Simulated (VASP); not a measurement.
Set up this calculation in VASP 6.6.1, as the native input.

- Task: single point
- Functional: PBE
- Potentials or basis: VASP PAW PBE potentials, release 64 (B, N)
- Cutoff: 520 eV
- k mesh: 12 × 12 × 4
- Occupations: gaussian, width 0.05 eV
- Spin: no spin polarisation
- Dipole correction: no
- Further INCAR settings: ALGO = Normal; EDIFF = 1e-06; NBANDS = 16

The structure of BN lies in POSCAR:

```
BN
1.0
    2.6433818912      0.0000000000      0.0000000000
   -1.3216909456      2.2892358697      0.0000000000
    0.0000000000      0.0000000000      5.9772087543
B N
2 2
Direct
    0.3333333333      0.6666666667      0.2500000000
    0.6666666667      0.3333333333      0.7500000000
    0.3333333333      0.6666666667      0.7500000000
    0.6666666667      0.3333333333      0.2500000000
```

This cell differs from its parent crystal: ratio of the length along z to the lengths across it x 0.85, volume and fractional coordinates fixed.

One way to write it, as run:

INCAR

```
PREC     = Accurate       # precision mode
ENCUT    = 520            # plane-wave cutoff, eV
EDIFF    = 1E-6           # SCF threshold, eV
ISMEAR   = 0              # smearing method
SIGMA    = 0.05           # smearing width, eV
LREAL    = F              # projectors in reciprocal space
LASPH    = T              # aspherical terms in the spheres
NELM     = 80             # most SCF steps
ALGO     = Normal         # electronic algorithm
ISIF     = 2              # what is computed and relaxed
LWAVE    = F              # write WAVECAR
LCHARG   = F              # write CHGCAR
GGA      = PE             # functional
NBANDS   = 16             # bands
```

KPOINTS

```
Automatic mesh
0
Gamma
  12 12 4
```

Potentials or basis: VASP PAW PBE potentials, release 64 (B, N).

Run with:

```console
$ cat potpaw_PBE.64/B/POTCAR potpaw_PBE.64/N/POTCAR > POTCAR
$ mpirun -np 1 vasp_std > vasp.out
```

Results of the run:

| Item | Value |
| --- | --- |
| Pressure | -29.1 GPa |
| Band gap on the k mesh | 3.86 eV, indirect (least direct gap 4.02 eV) |

Caveat: this functional lacks dispersion, which binds the layers, so the pressure and a relaxed spacing across them are unreliable.

Wall time 13 s on 1 thread of Intel Xeon 6975P-C, with other jobs on the host, peak memory 0.16 GiB.
